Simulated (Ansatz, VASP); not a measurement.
## One calculation of Nb, two programs

```
Nb
1.0
     4.66588    0.00000    0.00000
    -2.33294    4.04077    0.00000
     0.00000    0.00000    2.86018
Nb
3
Cartesian
  0.0000 0.0000 0.0000
  0.0000 2.6938 1.4301
  2.3329 1.3469 1.4301
```

Alike in both runs: task relaxation of cell and atoms; functional PBE; k mesh 8 × 8 × 11; occupations fermi-dirac, width 0.05 eV; collinear spin.

```csv
,VASP,Ansatz
version,VASP 6.6.1,Ansatz 0.2.0
potentials or method,"VASP PAW PBE potentials, release 64 (Nb_sv), cutoff 600 eV","plane waves (420 eV) with PAW, scalar-relativistic"
valence electrons in the cell,39,39
```

Ansatz gave:

```
net moment per atom (μB)                                        : 0.00
relaxed volume (Å³/atom)                                        : 18.47
relaxed length of the cell vector where the two differ most in proportion (Å) : 4.880
```

Which values does VASP return?

net moment per atom (μB): 0.00; relaxed volume (Å³/atom): 18.44; relaxed length of the cell vector where the two differ most in proportion (Å): 4.876.

Ansatz's warnings: seeded moment not kept.
